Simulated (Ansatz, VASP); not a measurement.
# NiO2 in VASP and in Ansatz

```
Ni O
1.0
     2.82267    0.00000    0.00000
    -1.41134    2.44451    0.00000
     0.00000    0.00000    4.74793
Ni O
1 2
Direct
  0.00000 0.00000 0.50000
  0.66667 0.33333 0.69121
  0.33333 0.66667 0.30879
```

Alike in both runs: task single point; functional PBEsol; k mesh 12 × 12 × 6; occupations gaussian, width 0.05 eV; no spin polarisation.

```csv
,VASP,Ansatz
version,VASP 6.6.1,Ansatz 0.2.0
potentials or method,"VASP PAW PBE potentials, release 64 (Ni_sv_GW, O), cutoff 700 eV","scalar-relativistic, plane waves, PAW"
valence electrons in the cell,30,30
```

|  | VASP | Ansatz | Ansatz less VASP |
| --- | --- | --- | --- |
| gap on the k mesh at the Fermi level (eV) | 0.96 | 0.96 | +0.008 |
| least direct gap on the mesh (eV) | 1.23 | 1.23 | +0.005 |
| pressure (GPa) | -2.3 | -2.4 | -0.08 |
| traceless stress, the component that is largest in VASP (GPa) | 3.28 | 3.69 | +0.413 |
| rms of the force components (eV/Å) | 0.082 | 0.066 | -0.0158 |

VASP's potentials were made for PBE, not for PBEsol. Atom by atom the forces differ by 0.016 eV/Å (rms over components).
